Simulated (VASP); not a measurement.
Wanted: the native input for a VASP 6.6.1 run.

```
Task                   : relaxation of cell and atoms
Functional             : PBE
Potentials or basis    : VASP PAW PBE potentials, release 64 (Ta_pv, P)
Cutoff                 : 600 eV
k mesh                 : 4 × 4 × 4
Occupations            : gaussian, width 0.1 eV
Spin                   : no spin polarisation
Dipole correction      : no
Further INCAR settings : ALGO = Normal; EDIFF = 1e-07; IBRION = 2; EDIFFG = -0.04; NSW = 90; ISIF = 3
```

The structure of Ta3P2 lies in POSCAR:

```
Ta3P2
1.0
    0.0000000000      4.1647923857      6.3195465003
    3.8922082144      0.0000000000      6.3195465003
    3.8922082144      4.1647923857      0.0000000000
Ta P
6 4
Direct
    0.7197000000      0.1333000000      0.2803000000
    0.8667000000      0.2803000000      0.1333000000
    0.2803000000      0.8667000000      0.7197000000
    0.1333000000      0.7197000000      0.8667000000
    0.8519000000      0.8519000000      0.1481000000
    0.1481000000      0.1481000000      0.8519000000
    0.7180000000      0.2820000000      0.7180000000
    0.2820000000      0.7180000000      0.2820000000
    0.2500000000      0.2500000000      0.2500000000
    0.7500000000      0.7500000000      0.7500000000
```

The input as run:

INCAR

```
SYSTEM = Ta3P2
PREC = Accurate
ENCUT = 600
EDIFF = 1E-7
ISMEAR = 0
SIGMA = 0.1
LREAL = .False.
LASPH = .True.
NELM = 80
ALGO = Normal
ISIF = 3
LWAVE = .False.
LCHARG = .False.
GGA = PE
IBRION = 2
NSW = 90
EDIFFG = -0.04
```

KPOINTS

```
regular mesh
0
Gamma
  4 4 4
  0 0 0
```

Potentials or basis: VASP PAW PBE potentials, release 64 (Ta_pv, P).

Launch:

```sh
$ cat potpaw_PBE.64/Ta_pv/POTCAR potpaw_PBE.64/P/POTCAR > POTCAR
$ mpirun -np 1 vasp_std > vasp.out
```

Results of the run:

| Item | Value |
| --- | --- |
| Relaxed volume | 15.90 Å³/atom |
| Relaxed cell | a = 7.466 Å, b = 8.337 Å, c = 5.147 Å, α = 62.02°, β = 80.47°, γ = 37.50° |
| Space group after relaxing (to 0.1 Å) | Fmmm (No. 69) |
| Energy gained by relaxing | 5098.1 meV/atom |
| Ionic steps | 44 |
| Pressure after relaxing | -0.1 GPa |
| Largest force after relaxing | 0.026 eV/Å |
| Band gap on the k mesh | zero (bands 43 and 44 overlap by 0.48 eV) |

Caveat: the volume moved by over 15 % at a fixed basis, so the end points are rough; spin-orbit coupling is left out, which moves the levels of the heavy elements.

Run time: 91 min on 1 thread of Intel(R) Xeon(R) 6975P-C (Granite Rapids), on a shared host, peak memory 0.61 GiB.
